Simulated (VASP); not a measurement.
Here is a VASP 6.6.1 calculation.

Contents of POSCAR:

```
BeS
1.0
    0.0000000000      2.4343066371      2.4343066371
    2.4343066371      0.0000000000      2.4343066371
    2.4343066371      2.4343066371      0.0000000000
Be S
1 1
Direct
    0.0000000000      0.0000000000      0.0000000000
    0.2500000000      0.2500000000      0.2500000000
```

The input INCAR.step1:

```
PREC = Accurate
ENCUT = 520
EDIFF = 1E-5
ISMEAR = 0
SIGMA = 0.01
LREAL = False
LASPH = True
NELM = 80
ALGO = Normal
ISIF = 2
LWAVE = True
LCHARG = False
GGA = PE
NBANDS = 11
```

INCAR.step2

```
PREC = Accurate
ENCUT = 520
EDIFF = 1E-6
ISMEAR = 0
SIGMA = 0.01
LREAL = False
LASPH = True
NELM = 80
ALGO = Normal
ISIF = 2
LWAVE = False
LCHARG = False
METAGGA = R2SCAN
LHFCALC = True
AEXX = 0.25
LMIXTAU = True
PRECFOCK = Normal
ISTART = 1
NBANDS = 11
```

Contents of KPOINTS:

```
regular mesh
0
Gamma
  6 6 6
```

Potentials or basis: VASP PAW PBE potentials, release 64 (Be, S).

Command:

```console
$ cat potpaw_PBE.64/Be/POTCAR potpaw_PBE.64/S/POTCAR > POTCAR
$ cp INCAR.step1 INCAR
$ mpirun -np 1 vasp_std > vasp.out
$ cp INCAR.step2 INCAR
$ mpirun -np 1 vasp_std > vasp.out
```

(1) Estimate the pressure.

(2) Predict the band gap on the k mesh.

## Answers

(1) -0.8 GPa.

(2) 5.07 eV (least direct gap 7.97 eV).

Caveat: the PAW data sets were made with another functional, which shifts forces and pressure a little.
